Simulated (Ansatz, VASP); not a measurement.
**Ta2N in VASP and in Ansatz**

```
CELL_PARAMETERS angstrom
3.07862 0.00000 0.00000
-1.53931 2.66616 0.00000
0.00000 0.00000 4.82326
ATOMIC_POSITIONS crystal
Ta 0.66667 0.33333 0.76699
Ta 0.33333 0.66667 0.25374
N 0.00000 0.00000 0.00000
```

Alike in both runs: task single point; functional PBEsol; k mesh 18 × 18 × 10; occupations gaussian, width 0.15 eV; no spin polarisation.

|  | VASP | Ansatz |
| --- | --- | --- |
| version | VASP 6.6.1 | Ansatz 0.2.0 |
| potentials or method | VASP PAW PBE potentials, release 64 (Ta_pv, N), cutoff 520 eV | scalar-relativistic, plane waves, PAW |
| valence electrons in the cell | 27 | 31 |

Ansatz gave:

| Quantity | Value |
| --- | --- |
| gap on the k mesh at the Fermi level (eV) | none |
| pressure (GPa) | 3.9 |
| traceless stress, the component that is largest in VASP (GPa) | -2.93 |
| rms of the force components (eV/Å) | 0.718 |

Problem. Estimate VASP's values.

Solution. gap on the k mesh at the Fermi level (eV): none; pressure (GPa): 4.5; traceless stress, the component that is largest in VASP (GPa): -2.99; rms of the force components (eV/Å): 0.746.

VASP's potentials were made for PBE, not for PBEsol. Atom by atom the forces differ by 0.029 eV/Å (rms over components). A gap of «none» marks a metal or a gap that the smearing closes. VASP's potentials hold 27 valence electrons a cell and Ansatz's 31, so a difference there can come from the potentials and not from the codes.

Neither program's run includes spin-orbit coupling.
